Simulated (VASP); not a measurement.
# Al4Co (P-6m2) in VASP: a series of runs

The runs below take Al4Co through single point, relaxation of cell and atoms, with PBE.

All numbers are computed with VASP 6.6.1; they aren't measurements. Logs are shortened: lines on timing, memory, paths and dates and some standing lists are left out, and cuts for length are marked.

### Step 1. The cell of the first run

The structure is hexagonal, space group P-6m2 (No. 187). Conventional cell: a = 6.111 Å, b = 6.111 Å, c = 6.112 Å, α = 90.00°, β = 90.00°, γ = 120.00°. Al (site symmetry -6m2) has 12 Al at 3.33 Å and 3 Co at 3.53 Å within 4.4 Å. Within 3.1 Å of Al (site symmetry m) lie 2 Co at 2.35 Å and 4 Al at 2.61 to 2.72 Å. Within 3.6 Å of Al (site symmetry -6m2) lie 6 Al at 2.63 Å and 5 Co at 3.06 to 3.53 Å. Co (site symmetry -6m2) has 6 Al at 2.35 Å within 3.1 Å. Co (site symmetry -6m2) has 8 Al at 2.35 to 3.06 Å within 3.1 Å.

The cell was generated, and may not be a known phase.

### Step 2. Single point, PBE, collinear spin, ferromagnetic start

The input, INCAR:

```
SYSTEM = Al4Co
PREC = Accurate
ENCUT = 520
EDIFF = 1E-6
ISMEAR = 0
SIGMA = 0.2
LREAL = .FALSE.
LASPH = .TRUE.
NELM = 150
ALGO = Fast
ISIF = 2
LWAVE = .FALSE.
LCHARG = .TRUE.
ISPIN = 2
MAGMOM = 0 0 0 0 0 0 0 0 3 3
LORBIT = 11
LMAXMIX = 4
GGA = PE
LELF = .TRUE.
LVHAR = .TRUE.
NBANDS = 36
```

The input, KPOINTS:

```
Automatic mesh
0
G
  3 3 3
  0 0 0
```

The input, POSCAR:

```
Al4Co
1.0
    6.1110311820      0.0000000030      0.0000000000
   -3.0555155936      5.2923082454      0.0000000000
    0.0000000000      0.0000000000      6.1122362922
Al Co
8 2
Direct
    0.6666666667      0.3333333333      0.0000000000
    0.1482092823      0.8517907177      0.2134779837
    0.1482092823      0.2964185646      0.2134779837
    0.7035814354      0.8517907177      0.2134779837
    0.1482092823      0.8517907177      0.7865220163
    0.1482092823      0.2964185646      0.7865220163
    0.7035814354      0.8517907177      0.7865220163
    0.3333333333      0.6666666667      0.5000000000
    0.0000000000      0.0000000000      0.5000000000
    0.3333333333      0.6666666667      0.0000000000
```

Potentials or basis: VASP PAW PBE potentials, release 64 (Al, Co).

Command:

```sh
> cat potpaw_PBE.64/Al/POTCAR potpaw_PBE.64/Co/POTCAR > POTCAR
> mpirun -np 1 vasp_std > vasp.out
```

OUTCAR:

```text
SYSTEM = Al4Co
   PREC = Accurate
   ENCUT = 520
   EDIFF = 1E-6
   ISMEAR = 0
   LREAL = .FALSE.
   LASPH = .TRUE.
   NELM = 150
   ISIF = 2
   ISPIN = 2
   LORBIT = 11
   GGA = PE

 ion  position               nearest neighbor table
   1  0.667  0.333  0.000-   4 3.33   7 3.33   6 3.33   3 3.33   2 3.33   5 3.33   2 3.33   5 3.33
                             4 3.33   7 3.33   3 3.33   6 3.33
   2  0.148  0.852  0.213-   9 2.35  10 2.35   5 2.61   8 2.63   3 2.72   4 2.72   1 3.33   1 3.33

   3  0.148  0.296  0.213-   9 2.35  10 2.35   6 2.61   8 2.63   4 2.72   2 2.72   1 3.33   1 3.33

   4  0.704  0.852  0.213-   9 2.35  10 2.35   7 2.61   8 2.63   3 2.72   2 2.72   1 3.33   1 3.33
[... 5 lines left out ...]
   7  0.704  0.852  0.787-   9 2.35  10 2.35   4 2.61   8 2.63   6 2.72   5 2.72   1 3.33   1 3.33

   8  0.333  0.667  0.500-   2 2.63   5 2.63   3 2.63   6 2.63   4 2.63   7 2.63  10 3.06  10 3.06

   9  0.000  0.000  0.500-   3 2.35   6 2.35   4 2.35   7 2.35   2 2.35   5 2.35
  10  0.333  0.667  0.000-   2 2.35   5 2.35   3 2.35   6 2.35   4 2.35   7 2.35   8 3.06   8 3.06

  LATTYP: Found a hexagonal cell.
 ALAT       =     6.1110311820
 C/A-ratio  =     1.0001972024

  Lattice vectors:

 A1 = (   6.1110311820,   0.0000000030,   0.0000000000)
 A2 = (  -3.0555155936,   5.2923082454,   0.0000000000)
 A3 = (   0.0000000000,   0.0000000000,   6.1122362922)

Analysis of symmetry for initial positions (statically):
=====================================================================
 Subroutine PRICEL returns:
 Original cell was already a primitive cell.

 Routine SETGRP: Setting up the symmetry group for a
 hexagonal supercell.

 Subroutine GETGRP returns: Found 12 space group operations
 (whereof 12 operations were pure point group operations)
 out of a pool of 24 trial point group operations.

The static configuration has the point symmetry D_3h.

Analysis of symmetry for dynamics (positions and initial velocities):
=====================================================================
 Subroutine PRICEL returns:
 Original cell was already a primitive cell.

 Routine SETGRP: Setting up the symmetry group for a
 hexagonal supercell.

 Subroutine GETGRP returns: Found 12 space group operations
 (whereof 12 operations were pure point group operations)
 out of a pool of 24 trial point group operations.

The dynamic configuration has the point symmetry D_3h.

Analysis of structural, dynamic, and magnetic symmetry:
=====================================================================
 Subroutine PRICEL returns:
 Original cell was already a primitive cell.
[... 158 lines left out ...]
 cond. band min:       5.4048155643   @ k =   0.3333   0.0000   0.0000
 fundamental gap:      0.0403415283
 Fermi energy:         5.3676370012

 spin component 1

 k-point     1 :       0.0000    0.0000    0.0000
  band No.  band energies     occupation
      1      -4.1625      1.00000
      2      -0.6646      1.00000
      3      -0.5555      1.00000
      4       0.4131      1.00000
      5       0.4355      1.00000
      6       0.4355      1.00000
[... 205 lines left out ...]
     32       9.3992      0.00000
     33       9.8256      0.00000
 Fermi energy:         5.3676370012

 spin component 2

 k-point     1 :       0.0000    0.0000    0.0000
  band No.  band energies     occupation
      1      -4.1625      1.00000
      2      -0.6646      1.00000
      3      -0.5556      1.00000
      4       0.4131      1.00000
      5       0.4355      1.00000
      6       0.4355      1.00000
[... 205 lines left out ...]
     32       9.3993      0.00000
     33       9.8256      0.00000
 [bands above 33 left out]

------------------------ aborting loop because EDIFF is reached ----------------------------------------

  FORCE on cell =-STRESS in cart. coord.  units (eV):
  Direction    XX          YY          ZZ          XY          YZ          ZX
  --------------------------------------------------------------------------------------
  -------------------------------------------------------------------------------------
  Total       -0.0022700     -0.0022700      0.2647720      0.0000000     -0.0000000      0.0000000
  in kB       -0.0183979     -0.0183979      2.1459659      0.0000000     -0.0000000      0.0000000
  external PRESSURE =       0.7030567 kB  Pullay stress =       0.0000000 kB

 VOLUME and BASIS-vectors are now :
 -----------------------------------------------------------------------------
  energy-cutoff  :      520.00
  volume of cell :      197.68
      direct lattice vectors                 reciprocal lattice vectors
     6.111031182  0.000000003  0.000000000     0.163638504  0.094476734  0.000000000
    -3.055515594  5.292308245  0.000000000    -0.000000000  0.188953469  0.000000000
     0.000000000  0.000000000  6.112236292     0.000000000  0.000000000  0.163606240

 POSITION                                       TOTAL-FORCE (eV/Angst)
 -----------------------------------------------------------------------------------
      3.05552      1.76410      0.00000        -0.000000      0.000000      0.000000
     -1.69695      4.50794      1.30483         0.014036     -0.008104      0.026155
     -0.00000      1.56874      1.30483        -0.000000      0.016207      0.026155
      1.69695      4.50794      1.30483        -0.014036     -0.008104      0.026155
     -1.69695      4.50794      4.80741         0.014036     -0.008104     -0.026155
     -0.00000      1.56874      4.80741        -0.000000      0.016207     -0.026155
      1.69695      4.50794      4.80741        -0.014036     -0.008104     -0.026155
     -0.00000      3.52821      3.05612        -0.000000      0.000000      0.000000
      0.00000      0.00000      3.05612        -0.000000      0.000000      0.000000
     -0.00000      3.52821      0.00000        -0.000000      0.000000      0.000000
 -----------------------------------------------------------------------------------
    total drift:                                0.000000     -0.000000     -0.000000

  FREE ENERGIE OF THE ION-ELECTRON SYSTEM (eV)
  ---------------------------------------------------
  free  energy   TOTEN  =       -42.1384570751 eV

  energy  without entropy=      -41.9869866809  energy(sigma->0) =      -42.06272188

 total charge

# of ion       s       p       d       tot
------------------------------------------
    1        0.533   0.182   0.000   0.714
    2        0.444   0.370   0.000   0.813
    3        0.444   0.370   0.000   0.813
    4        0.444   0.370   0.000   0.813
    5        0.444   0.370   0.000   0.813
    6        0.444   0.370   0.000   0.813
    7        0.444   0.370   0.000   0.813
    8        0.438   0.347   0.000   0.785
    9        0.468   0.476   7.512   8.457
   10        0.478   0.485   7.535   8.497
--------------------------------------------------
tot          4.577   3.708  15.048  23.332

 magnetization (x)

# of ion       s       p       d       tot
------------------------------------------
    1       -0.000   0.000   0.000   0.000
    2       -0.000  -0.000   0.000  -0.000
    3       -0.000  -0.000   0.000  -0.000
    4       -0.000  -0.000   0.000  -0.000
    5       -0.000  -0.000   0.000  -0.000
    6       -0.000  -0.000   0.000  -0.000
    7       -0.000  -0.000   0.000  -0.000
    8        0.000   0.000   0.000   0.000
    9       -0.000  -0.000   0.000   0.000
   10       -0.000   0.000   0.000   0.000
--------------------------------------------------
tot         -0.000   0.000   0.001   0.001
```

OSZICAR:

```text
N       E                     dE             d eps       ncg     rms          rms(c)
DAV:   1     0.169520147993E+03    0.16952E+03   -0.14962E+04   864   0.990E+02
DAV:   2    -0.315727355352E+02   -0.20109E+03   -0.18521E+03   876   0.207E+02
[... 14 lines left out ...]
RMM:  17    -0.421383939928E+02   -0.13988E-03   -0.42763E-04  1029   0.800E-02    0.656E-02
RMM:  18    -0.421384413726E+02   -0.47380E-04   -0.29682E-04   994   0.765E-02    0.316E-02
RMM:  19    -0.421384490016E+02   -0.76291E-05   -0.56253E-05  1108   0.374E-02    0.140E-02
RMM:  20    -0.421384544434E+02   -0.54418E-05   -0.23850E-05  1021   0.232E-02    0.652E-03
RMM:  21    -0.421384563767E+02   -0.19333E-05   -0.11210E-05   943   0.132E-02    0.392E-03
RMM:  22    -0.421384570751E+02   -0.69838E-06   -0.49084E-06   828   0.972E-03
   1 F= -.42138457E+02 E0= -.42062722E+02  d E =-.151470E+00  mag=     0.0005
```

Wall time 2.3 min (1 thread of Intel Xeon Platinum 8488C (Sapphire Rapids), shared host); peak memory 0.43 GiB.

What came out:

```yaml
Free_energy: -42.1385 eV
Pressure: 0.1 GPa
Largest_force: 0.031 eV/Å
Band_gap_on_the_k_mesh: zero (filled and empty bands overlap)
Net_moment: 0.00 μB per cell
Valence_electrons_inside_the_program's_atomic_spheres: Al 0.71, 0.81, 0.79 (each value once); Co 8.46, 8.50
```

Forces on the atoms (eV/Å):
```
Al   0.000  0.000  0.000
Al   0.014 -0.008  0.026
Al   0.000  0.016  0.026
Al  -0.014 -0.008  0.026
Al   0.014 -0.008 -0.026
Al   0.000  0.016 -0.026
Al  -0.014 -0.008 -0.026
Al   0.000  0.000  0.000
Co   0.000  0.000  0.000
Co   0.000  0.000  0.000
```

Stress tensor (GPa, compression positive):
```
0.00 0.00 0.00
0.00 0.00 0.00
0.00 0.00 0.21
```

Levels at points of the mesh, in eV from the Fermi level:
Spin up:
```tsv
k point	band 17	band 18	band 19	band 20	band 21	band 22	band 23	band 24	band 25	band 26
(0.00, 0.00, 0.00)	-1.40	-1.10	-1.10	-0.74	0.00	0.00	0.15	1.35	1.36	1.36
```
Spin down:
```
           k point  band 17  band 18  band 19  band 20  band 21  band 22  band 23  band 24  band 25  band 26
(0.00, 0.00, 0.00)    -1.40    -1.10    -1.10    -0.74     0.00     0.00     0.15     1.35     1.36     1.36
```

Caveat: the k points lie up to 0.40 Å⁻¹ apart; the moments typed at the start vanished in this run.

### Step 3. Relaxation of cell and atoms, PBE, collinear spin, ferromagnetic start

This run uses another cell than the first one: it holds 5 atoms, not 10.

The input, INCAR:

```
ALGO = Normal ; EDIFF = 1E-7
EDIFFG = -0.08 ; ENCUT = 600
GGA = PE ; IBRION = 2
ISIF = 3 ; ISMEAR = 0
ISPIN = 2 ; LASPH = True
LCHARG = False ; LMAXMIX = 4
LORBIT = 11 ; LREAL = False
LWAVE = False ; MAGMOM = 0 0 0 0 3
NELM = 150 ; NSW = 36
PREC = Accurate ; SIGMA = 0.2
```

The input, KPOINTS:

```
k-points
0
Gamma
  3 3 7
```

The input, POSCAR:

```
Al4Co
1.0
    6.1877761900      0.0000000000      0.0000000000
   -3.0938880900      5.3587713700      0.0000000000
    0.0000000000      0.0000000000      2.2651863900
Al Co
4 1
Direct
    0.6666666700      0.3333333300      0.5000000000
    0.8331564900      0.1668435100      0.0000000000
    0.8331564900      0.6663129900      0.0000000000
    0.3336870100      0.1668435100      0.0000000000
    0.3333333300      0.6666666700      0.5000000000
```

Potentials or basis: VASP PAW PBE potentials, release 64 (Al, Co).

Command:

```sh
> cat potpaw_PBE.64/Al/POTCAR potpaw_PBE.64/Co/POTCAR > POTCAR
> mpirun -np 1 vasp_std > vasp.out
```

It took 7.6 min on 1 thread of AMD EPYC 9R45 (Zen 5), shared host; peak memory 0.23 GiB.

It converged, with:

```yaml
Free_energy: -18.3489 eV
Relaxed_volume: 18.35 Å³/atom
Relaxed_cell: a = 6.143 Å, b = 6.143 Å, c = 2.807 Å, α = 90.00°, β = 90.00°, γ = 120.00°
Space_group_after_relaxing_to_0.1_Å: P-6m2 (No. 187)
Energy_gained_by_relaxing: 1446.7 meV/atom
Ionic_steps: 13
Pressure_after_relaxing: 0.0 GPa
Largest_force_after_relaxing: 0.012 eV/Å
Net_moment: 0.00 μB per cell
Valence_electrons_inside_the_program's_atomic_spheres: Al 0.88, 0.81 (each value once); Co 7.72
```

Forces in eV/Å, atoms in the order of the input:
```
Al   0.000  0.000  0.000
Al   0.010 -0.006  0.000
Al   0.000  0.012  0.000
Al  -0.010 -0.006  0.000
Co   0.000  0.000  0.000
```

Stress tensor (GPa, compression positive):
```
-0.14  0.00  0.00
 0.00 -0.14  0.00
 0.00  0.00  0.27
```

Step by step:
| step | energy change (eV) | largest force (eV/Å) | pressure (GPa) | volume (Å³) |
| --- | --- | --- | --- | --- |
| 1 | 0.0000 | 8.6778 | 53.25 | 75.11 |
| 2 | -4.5809 | 0.6297 | -10.20 | 141.78 |
| 3 | -6.5474 | 1.2340 | -5.53 | 106.09 |
| 4 | -6.5500 | 1.3064 | -5.22 | 105.41 |
| 5 | -6.5497 | 1.3865 | -4.81 | 104.67 |
| 6 | -7.0271 | 0.6212 | -2.98 | 97.51 |
| 7 | -7.1648 | 0.4114 | 0.08 | 92.14 |
| 8 | -7.1653 | 0.2931 | -0.33 | 92.62 |
| 9 | -7.1655 | 0.3503 | -0.12 | 92.39 |
| 10 | -7.2080 | 0.3460 | 0.45 | 91.42 |
| 11 | -7.2218 | 0.3388 | 0.95 | 90.56 |
| 12 | -7.2328 | 0.1018 | -0.24 | 92.08 |
| 13 | -7.2337 | 0.0120 | 0.00 | 91.75 |

Final structure:
```
CELL_PARAMETERS angstrom
6.14304 0.00000 0.00000
-3.07152 5.32003 0.00000
0.00000 0.00000 2.80750
ATOMIC_POSITIONS crystal
Al 0.66667 0.33333 0.50000
Al 0.86199 0.13801 0.00000
Al 0.86199 0.72399 0.00000
Al 0.27601 0.13801 0.00000
Co 0.33333 0.66667 0.50000
```

Levels at points of the mesh, in eV from the Fermi level:
Spin up:
```csv
k point,band 7,band 8,band 9,band 10,band 11,band 12,band 13,band 14,band 15,band 16
"(0.00, 0.00, 0.00)",-2.28,-0.70,-0.28,-0.28,0.00,0.00,4.59,4.59,4.84,5.58
```
Spin down:
```csv
k point,band 7,band 8,band 9,band 10,band 11,band 12,band 13,band 14,band 15,band 16
"(0.00, 0.00, 0.00)",-2.28,-0.70,-0.28,-0.28,0.00,0.00,4.59,4.59,4.84,5.58
```

Caveat: the k points lie up to 0.39 Å⁻¹ apart in the final cell; the volume moved by over 15 % at a fixed basis, so the end points are rough; the moments typed at the start vanished in this run.

The gap in the log of VASP goes by the Fermi energy; the results here count the filled bands.